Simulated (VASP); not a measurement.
Set up this calculation in VASP 6.6.1, as the native input.

```yaml
Task: single point
Functional: PBE
Potentials_or_basis: VASP PAW PBE potentials, release 64 (Te)
Cutoff: 520 eV
k_mesh: 12 × 12 × 12
Occupations: fermi-dirac, width 0.08 eV
Spin: no spin polarisation
Dipole_correction: no
Further_INCAR_settings: ALGO = Normal; EDIFF = 1e-06; NBANDS = 9
```

The structure of Te lies in POSCAR:

```
Te
1.0
    2.9224987331      0.0000000000      0.0000000000
    0.0000000000      2.9224987331      0.0000000000
    0.0000000000      0.0000000000      2.9224987331
Te
1
Direct
    0.0000000000      0.0000000000      0.0000000000
```

This cell differs from its parent crystal: volume scaled by 0.76.

These files were run (other wordings do the same):

INCAR

```
PREC = Accurate ; ENCUT = 520
EDIFF = 1E-6 ; ISMEAR = -1
SIGMA = 0.08 ; LREAL = False
LASPH = True ; NELM = 100
ALGO = Normal ; ISIF = 2
LWAVE = False ; LCHARG = True
GGA = PE ; LELF = True
LVHAR = True ; NBANDS = 9
```

KPOINTS

```
Automatic mesh
0
Gamma
  12 12 12
```

Potentials or basis: VASP PAW PBE potentials, release 64 (Te).

Run with:

```console
$ cat potpaw_PBE.64/Te/POTCAR > POTCAR
$ mpirun -np 1 vasp_std > vasp.out
```

Results of the run:

| Property | Result |
| --- | --- |
| Pressure | 26.3 GPa |
| Band gap on the k mesh | zero (band 3 reaches 14.13 eV, above the bottom of band 4 at 6.42 eV) |

Caveat: spin-orbit coupling is left out, which moves the levels of the heavy elements.

Run time: 10 s on 1 thread of Intel(R) Xeon(R) Platinum 8488C (Sapphire Rapids), on a shared host, peak memory 0.14 GiB.
